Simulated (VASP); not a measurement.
Write the native input for VASP 6.6.1 that does the following.

| Item | Value |
| --- | --- |
| Task | relaxation of cell and atoms |
| Functional | PBE |
| Potentials or basis | VASP PAW PBE potentials, release 64 (W_sv, C) |
| Cutoff | 600 eV |
| k mesh | 16 × 16 × 16 |
| Occupations | fermi-dirac, width 0.1 eV |
| Spin | no spin polarisation |
| Target pressure | 480 GPa |
| Dipole correction | no |
| Further INCAR settings | ALGO = Normal; EDIFF = 1e-06; IBRION = 2; EDIFFG = -0.005; NSW = 32; ISIF = 3 |

The structure of WC (zincblende type) lies in POSCAR:

```
WC
1.0
    0.0000000000      1.9371833437      1.9371833437
    1.9371833437      0.0000000000      1.9371833437
    1.9371833437      1.9371833437      0.0000000000
W C
1 1
Direct
    0.0000000000      0.0000000000      0.0000000000
    0.2500000000      0.2500000000      0.2500000000
```

These files were run (other wordings do the same):

INCAR

```
SYSTEM = WC
ALGO = Normal
EDIFF = 1E-6
EDIFFG = -0.005
ENCUT = 600
GGA = PE
IBRION = 2
ISIF = 3
ISMEAR = -1
LASPH = .True.
LCHARG = .False.
LREAL = .False.
LWAVE = .False.
NELM = 100
NSW = 32
PREC = Accurate
PSTRESS = 4800.0
SIGMA = 0.1
```

KPOINTS

```
k-points
0
Gamma
  16 16 16
  0 0 0
```

Potentials or basis: VASP PAW PBE potentials, release 64 (W_sv, C).

The run is started by

```console
$ cat potpaw_PBE.64/W_sv/POTCAR potpaw_PBE.64/C/POTCAR > POTCAR
$ mpirun -np 1 vasp_std > vasp.out
```

Results of the run:

```
Relaxed volume                                             : 7.30 Å³/atom
Relaxed cell                                               : a = 2.743 Å, b = 2.743 Å, c = 2.743 Å, α = 60.00°, β = 60.00°, γ = 60.00°
Space group after relaxing (to 0.1 Å)                      : F-43m (No. 216)
Energy change on relaxing (the run minimises the enthalpy) : -89.8 meV/atom
Ionic steps                                                : 4
Pressure after relaxing                                    : 479.9 GPa
Band gap on the k mesh                                     : zero (bands 9 and 10 overlap by 2.86 eV)
```

Caveat: the cell is relaxed towards a set pressure, so the run minimises the enthalpy, not the energy; spin-orbit coupling is left out, which moves the levels of the heavy elements.

Run time: 31 s on 1 thread of Intel(R) Xeon(R) 6975P-C (Granite Rapids), on a shared host, peak memory 0.18 GiB.
